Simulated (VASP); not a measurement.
Rb, 1 atom in the cell. The structure is cubic, space group Im-3m (No. 229). Conventional cell: a = 5.582 Å, b = 5.582 Å, c = 5.582 Å, α = 90.00°, β = 90.00°, γ = 90.00°. 

```yaml
Program: VASP 6.6.1
Task: single point
Functional: HSE06
Potentials_or_basis: VASP PAW PBE potentials, release 64 (Rb_sv)
Cutoff: 520 eV
k_mesh: 6 × 6 × 6
Occupations: fermi-dirac, width 0.05 eV
Spin: no spin polarisation
Dipole_correction: no
Grid_for_exact_exchange_PRECFOCK: Normal
Further_INCAR_settings: ALGO = Normal; EDIFF = 1e-06; NBANDS = 10
Share_of_exact_exchange: 0.25
Screening_parameter: 0.2079 1/Å
```

Potentials or basis: VASP PAW PBE potentials, release 64 (Rb_sv).

Launch:

```bash
$ cat potpaw_PBE.64/Rb_sv/POTCAR > POTCAR
$ cp INCAR.step1 INCAR
$ mpirun -np 1 vasp_std > vasp.out
$ cp INCAR.step2 INCAR
$ mpirun -np 1 vasp_std > vasp.out
```

Hardware: 1 thread of Intel(R) Xeon(R) Platinum 8375C CPU @ 2.90GHz (Ice Lake), with other jobs on the host.

Question: Estimate the wall time of this run.

Answer: Run time: 27 min on 1 thread of Intel(R) Xeon(R) Platinum 8375C CPU @ 2.90GHz (Ice Lake), with other jobs on the host, peak memory 0.33 GiB. Counts: k points 16.
